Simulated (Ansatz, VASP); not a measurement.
**C: VASP beside Ansatz**

File INCAR:

```
PREC     = Accurate       # precision mode
ENCUT    = 520            # plane-wave cutoff, eV
EDIFF    = 1E-8           # SCF threshold, eV
ISMEAR   = -1             # smearing method
SIGMA    = 0.08           # smearing width, eV
LREAL    = False          # projectors in reciprocal space
LASPH    = True           # aspherical terms in the spheres
NELM     = 60             # most SCF steps
ALGO     = Normal         # electronic algorithm
ISIF     = 2              # what is computed and relaxed
LWAVE    = False          # write WAVECAR
LCHARG   = False          # write CHGCAR
GGA      = CA             # functional
LEFG     = True         
NBANDS   = 11             # bands
```

The input KPOINTS:

```
regular mesh
0
Gamma
  20 20 20
```

File POSCAR:

```
C
1.0
    0.0000000000      1.7834000000      1.7477320000
    1.7834000000      0.0000000000      1.7477320000
    1.7834000000      1.7834000000      0.0000000000
C
2
Direct
    0.5000000000      0.5000000000      0.5000000000
    0.7500000000      0.7500000000      0.7500000000
```

Input for Ansatz:

```yaml
crystal:
  lattice:
    - [0.0, 1.7834, 1.747732]
    - [1.7834, 0.0, 1.747732]
    - [1.7834, 1.7834, 0.0]
  atoms:
    - { symbol: C, position: [0.5, 0.5, 0.5] }
    - { symbol: C, position: [0.75, 0.75, 0.75] }
kpoints:
  mp_grid: { grid: [20, 20, 20] }
scf:
  occupations: { method: fermi_dirac, width: 0.08 }
hamiltonian:
  xc: lda
  pseudopotentials: { kind: paw }
output:
  forces: true
  stress: true
  eigenvalues: true
  efg: { contact_densities: true }
  write_density: true
  write_potential: true
  elf: true
  volumetric_format: npy
```

Change from the starting cell: zz strain of -2 %, PAW files.

Alike in both runs: task electric field gradients; functional LDA; k mesh 20 × 20 × 20; occupations fermi-dirac, width 0.08 eV; no spin polarisation.

```csv
,VASP,Ansatz
version,VASP 6.6.1,Ansatz 0.2.0
potentials or method,"VASP PAW LDA potentials, release 64 (C)","PAW with Ansatz's default frozen-core files, scalar-relativistic"
plane-wave cutoff (eV),520,420
valence electrons in the cell,8,8
```

VASP gave:

- gap on the k mesh at the Fermi level (eV): 3.63
- pressure (GPa): -2.8
- traceless stress, the component that is largest in VASP (GPa): 12.46
- size of Vzz on the site where it differs most (V/Å²): 0.8

**Question.** What did Ansatz give for the same quantities?

**Answer.** gap on the k mesh at the Fermi level (eV): 3.64; pressure (GPa): -4.3; traceless stress, the component that is largest in VASP (GPa): 12.49; size of Vzz on the site where it differs most (V/Å²): 1.0.

LDA's correlation is that of Perdew and Zunger in VASP and of Perdew and Wang (1992) in Ansatz.
